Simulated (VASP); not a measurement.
Input of a VASP 6.6.1 run:

The input INCAR:

```
SYSTEM = Ba31O32
PREC     = Accurate       ! precision mode
ENCUT    = 520            ! plane-wave cutoff, eV
EDIFF    = 1E-6           ! SCF threshold, eV
ISMEAR   = -1             ! smearing method
SIGMA    = 0.05           ! smearing width, eV
LREAL    = Auto         
LASPH    = .TRUE.         ! aspherical terms in the spheres
NELM     = 120            ! most SCF steps
ALGO     = Normal         ! electronic algorithm
ISIF     = 2              ! what is computed and relaxed
LWAVE    = .FALSE.        ! write WAVECAR
LCHARG   = .FALSE.        ! write CHGCAR
GGA      = PS             ! functional
NBANDS   = 288            ! bands
NELECT   = 504.0        
ISYM     = -1           
GGA_COMPAT= .FALSE.
```

Contents of KPOINTS:

```
explicit points
1
Reciprocal
  0.25000000   0.25000000   0.25000000 1
```

POSCAR

```
Ba31O32
1.0
   10.9807560000      0.0000000000      0.0000000000
    0.0000000000     10.9807560000      0.0000000000
    0.0000000000      0.0000000000     10.9807560000
O Ba
32 31
Direct
    0.2490020000      0.9998970000      0.9998440000
    0.2474400000      0.9999470000      0.4998260000
    0.2474500000      0.4999160000      0.9996640000
    0.2313970000      0.4999150000      0.4997660000
    0.7516450000      0.9999550000      0.9998310000
    0.7532300000      0.0000500000      0.4998650000
    0.7532050000      0.4999470000      0.9997140000
    0.7693160000      0.4999950000      0.4997600000
    0.0002880000      0.2486290000      0.9998910000
    0.0002090000      0.2470290000      0.4999210000
    0.0003580000      0.7512020000      0.9999540000
    0.0003520000      0.7528010000      0.4999490000
    0.5002880000      0.2470220000      0.9998680000
    0.5002720000      0.2309340000      0.4998970000
    0.5003700000      0.7528070000      0.9999730000
    0.5003390000      0.7688810000      0.4999660000
    0.0002660000      0.9999110000      0.2486140000
    0.0003320000      0.9999350000      0.7512310000
    0.0002070000      0.4998960000      0.2469960000
    0.0002570000      0.4999470000      0.7527610000
    0.5002800000      0.9999110000      0.2470410000
    0.5002990000      0.0000210000      0.7528370000
    0.5002570000      0.4999120000      0.2309710000
    0.5002920000      0.4999610000      0.7688840000
    0.2507570000      0.2503570000      0.2503290000
    0.2507800000      0.2503820000      0.7493900000
    0.2508010000      0.7493960000      0.2503770000
    0.2508320000      0.7494340000      0.7494160000
    0.7498260000      0.2503840000      0.2503260000
    0.7498470000      0.2504130000      0.7494120000
    0.7498550000      0.7494560000      0.2503790000
    0.7498750000      0.7494930000      0.7494250000
    0.0003800000      0.9998740000      0.9999710000
    0.0003670000      0.9998850000      0.4999490000
    0.0003710000      0.4998930000      0.9999290000
    0.0003520000      0.4998420000      0.5000130000
    0.5003460000      0.9998860000      0.9999540000
    0.5003800000      0.9998870000      0.4999400000
    0.5003940000      0.4998640000      0.9999190000
    0.2524930000      0.2520090000      0.0000090000
    0.2581610000      0.2576360000      0.5000010000
    0.2524630000      0.7477800000      0.9999540000
    0.2580480000      0.7421820000      0.4999560000
    0.7483080000      0.2519510000      0.9999380000
    0.7427080000      0.2575330000      0.4999410000
    0.7482510000      0.7477700000      0.9998890000
    0.7426110000      0.7420950000      0.4998960000
    0.2525010000      0.9999260000      0.2520800000
    0.2524470000      0.9998840000      0.7478650000
    0.2581650000      0.4999170000      0.2577670000
    0.2580680000      0.4998590000      0.7422940000
    0.7482810000      0.9998770000      0.2520110000
    0.7482460000      0.9998190000      0.7478280000
    0.7427370000      0.4998810000      0.2576150000
    0.7425960000      0.4998300000      0.7421710000
    0.0004230000      0.2520020000      0.2520780000
    0.0003550000      0.2519310000      0.7478960000
    0.0003790000      0.7477750000      0.2520580000
    0.0003350000      0.7477640000      0.7478410000
    0.5004290000      0.2576750000      0.2577390000
    0.5003830000      0.2575180000      0.7422910000
    0.5003820000      0.7421820000      0.2576240000
    0.5003190000      0.7420940000      0.7421720000
```

Potentials or basis: VASP PAW PBE potentials, release 64 (O, Ba_sv).

Launch:

```sh
$ cat potpaw_PBE.64/O/POTCAR potpaw_PBE.64/Ba_sv/POTCAR > POTCAR
$ mpirun -np 1 vasp_std > vasp.out
```

Question: Estimate the largest force.

Answer: 0.165 eV/Å.

Forces on the atoms (eV/Å):
```
O    0.006  0.000  0.000
O    0.020 -0.001  0.002
O    0.020 -0.001  0.001
O    0.162  0.000  0.003
O   -0.008  0.000  0.000
O   -0.025  0.000  0.001
O   -0.023 -0.001  0.002
O   -0.160 -0.001  0.002
O    0.001  0.005  0.001
O    0.001  0.021  0.000
O    0.001 -0.005  0.000
O    0.000 -0.021  0.001
O    0.001  0.022 -0.001
O    0.002  0.161  0.000
O   -0.001 -0.021  0.000
O    0.000 -0.165  0.000
O    0.001 -0.001  0.006
O    0.000  0.000 -0.006
O    0.000  0.000  0.022
O    0.002 -0.001 -0.019
O    0.000 -0.001  0.022
O    0.001  0.000 -0.021
O    0.002  0.000  0.160
O    0.000 -0.001 -0.163
O   -0.002 -0.004 -0.004
O   -0.003 -0.005  0.005
O   -0.003  0.005 -0.005
O   -0.003  0.006  0.006
O    0.005 -0.006 -0.005
O    0.005 -0.004  0.004
O    0.005  0.003 -0.004
O    0.005  0.003  0.004
Ba   0.001  0.000 -0.001
Ba   0.001  0.000 -0.001
Ba   0.001 -0.001 -0.001
Ba   0.002  0.000 -0.001
Ba   0.002  0.000  0.000
Ba   0.002  0.000  0.000
Ba   0.002  0.000  0.000
Ba  -0.015 -0.013 -0.001
Ba  -0.023 -0.022  0.000
Ba  -0.014  0.014  0.000
Ba  -0.023  0.024  0.000
Ba   0.011 -0.011  0.000
Ba   0.022 -0.022  0.000
Ba   0.012  0.013  0.000
Ba   0.022  0.023  0.000
Ba  -0.015  0.000 -0.014
Ba  -0.014  0.000  0.013
Ba  -0.023  0.000 -0.025
Ba  -0.024  0.000  0.022
Ba   0.012  0.001 -0.012
Ba   0.012  0.001  0.012
Ba   0.022  0.000 -0.024
Ba   0.022  0.000  0.021
Ba  -0.002 -0.012 -0.013
Ba  -0.001 -0.012  0.012
Ba  -0.001  0.014 -0.014
Ba  -0.002  0.014  0.013
Ba   0.000 -0.023 -0.023
Ba  -0.001 -0.022  0.023
Ba  -0.001  0.024 -0.023
Ba   0.000  0.023  0.023
```

Caveat: the cell carries a net charge on a neutralising background, which shifts energy and pressure; the PAW data sets were made with another functional, which shifts forces and pressure a little.
